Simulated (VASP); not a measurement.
Sb, 2 atoms in the cell. Symmetry: P6_3/mmc, No. 194, hexagonal system. The conventional cell has a = 3.251 Å, b = 3.251 Å, c = 5.391 Å, α = 90.00°, β = 90.00°, γ = 120.00°. Sb (site symmetry -6m2) has 12 Sb at 3.25 to 3.28 Å within 4.3 Å. This isn't the form of Sb at room conditions, which is rhombohedral.

```yaml
Program: VASP 6.6.1
Task: single point
Functional: RPBE
Potentials_or_basis: VASP PAW PBE potentials, release 64 (Sb)
Cutoff: 520 eV
k_mesh: 12 × 12 × 7
Occupations: fermi-dirac, width 0.1 eV
Spin: no spin polarisation
Dipole_correction: no
Further_INCAR_settings: ALGO = Normal; EDIFF = 1e-06; NBANDS = 12
```

Potentials or basis: VASP PAW PBE potentials, release 64 (Sb).

Command:

```console
$ cat potpaw_PBE.64/Sb/POTCAR > POTCAR
$ mpirun -np 1 vasp_std > vasp.out
```

Hardware: 1 thread of Intel Xeon 8259CL (shared host).

**Question.** How long does it take, and how much memory?

**Answer.** Run time: 27 s on 1 thread of Intel Xeon 8259CL (shared host), peak memory 0.18 GiB. Counts: scf iterations 10, k points 76.
